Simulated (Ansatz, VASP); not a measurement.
Mo3Rh: VASP beside Ansatz

INCAR

```
PREC = Accurate
ENCUT = 600
EDIFF = 1E-6
ISMEAR = 0
SIGMA = 0.1
LREAL = F
LASPH = T
NELM = 100
ALGO = Fast
ISIF = 3
LWAVE = F
LCHARG = F
GGA = PE
IBRION = 2
NSW = 90
EDIFFG = -0.04
```

KPOINTS

```
Automatic mesh
0
Gamma
  4 4 4
```

The input POSCAR:

```
Mo3Rh
1.0
    4.4821661900      0.0000000000      0.0000000000
    0.0000000000      4.4821661900      0.0000000000
    0.0000000000      0.0000000000      4.4821661900
Mo Rh
3 1
Direct
    0.0000000000      0.5000000000      0.5000000000
    0.5000000000      0.0000000000      0.5000000000
    0.5000000000      0.5000000000      0.0000000000
    0.0000000000      0.0000000000      0.0000000000
```

Input for Ansatz:

```yaml
crystal:
  lattice:
    - [4.48216619, 0.0, 0.0]
    - [0.0, 4.48216619, 0.0]
    - [0.0, 0.0, 4.48216619]
  atoms:
    - { symbol: Mo, position: [0.0, 0.5, 0.5] }
    - { symbol: Mo, position: [0.5, 0.0, 0.5] }
    - { symbol: Mo, position: [0.5, 0.5, 0.0] }
    - { symbol: Rh, position: [0.0, 0.0, 0.0] }
basis:
  ecutwfc: 420
kpoints:
  mp_grid: { grid: [4, 4, 4] }
hamiltonian:
  xc: pbe
scf:
  occupations: { method: gaussian, width: 0.1 }
  lower_state_search: "off"
output:
  forces: true
  stress: true
  eigenvalues: true
relax:
  adjacent_minimum: "off"
  f_tol: 0.04
  max_steps: 70
  cell: { stress_tol: 0.4 }
```

Change from the starting cell: species swapped into the CsRb3 type (Pm-3m, No. 221).

Alike in both runs: task relaxation of cell and atoms; functional PBE; k mesh 4 × 4 × 4; occupations gaussian, width 0.1 eV; no spin polarisation.

```csv
,VASP,Ansatz
version,VASP 6.6.1,Ansatz 0.2.0
potentials or method,"VASP PAW PBE potentials, release 64 (Mo_sv, Rh_pv), cutoff 600 eV","scalar-relativistic, plane waves, PAW"
valence electrons in the cell,57,59
```

VASP gave:

| Item | Value |
| --- | --- |
| gap on the k mesh at the Fermi level, each at its own relaxed structure (eV) | none |
| relaxed volume (Å³/atom) | 15.42 |
| relaxed cell length with the largest relative difference (Å) | 3.951 |

**Question.** Estimate Ansatz's values.

**Answer.** gap on the k mesh at the Fermi level, each at its own relaxed structure (eV): none; relaxed volume (Å³/atom): 15.39; relaxed cell length with the largest relative difference (Å): 3.948.

A gap of «none» marks a metal or a gap that the smearing closes. VASP's potentials hold 57 valence electrons a cell and Ansatz's 59, so a difference there can come from the potentials and not from the codes.

Noted on VASP's run: the volume moved by over 15 % at a fixed basis, so the end points are rough.
